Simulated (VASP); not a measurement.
TiPd: single point with LDA

TiPd:

```
Ti Pd
1.0
     3.18000    0.00000    0.00000
     0.00000    3.18000    0.00000
     0.00000    0.00000    3.27540
Ti Pd
1 1
Cartesian
  1.5900 1.5900 1.6377
  0.0000 0.0000 0.0000
```

This cell differs from its parent crystal: strain +0.000 along x and y, +0.030 along z.

```json
{
  "Program": "VASP 6.6.1",
  "Task": "single point",
  "Functional": "LDA",
  "Potentials or basis": "VASP PAW LDA potentials, release 64 (Ti_sv, Pd)",
  "Cutoff": "520 eV",
  "k mesh": "16 × 16 × 16",
  "Occupations": "gaussian, width 0.15 eV",
  "Spin": "no spin polarisation",
  "Dipole correction": "no",
  "Further INCAR settings": "ALGO = Fast; EDIFF = 1e-06; NBANDS = 18"
}
```

```yaml
Pressure: -14.9 GPa
Band_gap_on_the_k_mesh: zero (bands 11 and 12 overlap by 2.22 eV)
```

Stress tensor (GPa, compression positive):
```
-15.21   0.00   0.00
  0.00 -15.21   0.00
  0.00   0.00 -14.37
```

Levels at points of the mesh, in eV from the Fermi level:
| k point | band 8 | band 9 | band 10 | band 11 | band 12 | band 13 | band 14 | band 15 |
| --- | --- | --- | --- | --- | --- | --- | --- | --- |
| (0.00, 0.00, 0.00) | -2.95 | -2.95 | -2.81 | 0.33 | 0.50 | 2.01 | 2.01 | 2.02 |
| (0.50, 0.00, 0.00) | -3.28 | -3.16 | -2.55 | -0.77 | -0.45 | 0.21 | 0.41 | 1.42 |
| (0.50, 0.50, 0.00) | -3.91 | -1.80 | -0.59 | 0.66 | 0.66 | 0.97 | 2.04 | 2.04 |
| (0.00, 0.00, 0.50) | -3.13 | -3.13 | -2.48 | -0.85 | -0.80 | 0.43 | 0.43 | 1.51 |
| (0.50, 0.00, 0.50) | -3.71 | -1.91 | -0.78 | 0.45 | 0.48 | 0.73 | 2.03 | 2.07 |
| (0.50, 0.50, 0.50) | -1.88 | -1.77 | -1.65 | -1.56 | -1.56 | 2.12 | 2.26 | 6.46 |

Wall time 8.8 min on 1 thread of Intel Xeon 8259CL, on a shared host, peak memory 0.35 GiB.

Caveat: the cell differs from its parent crystal (strain +0.000 along x and y, +0.030 along z); the cell stands under tension.
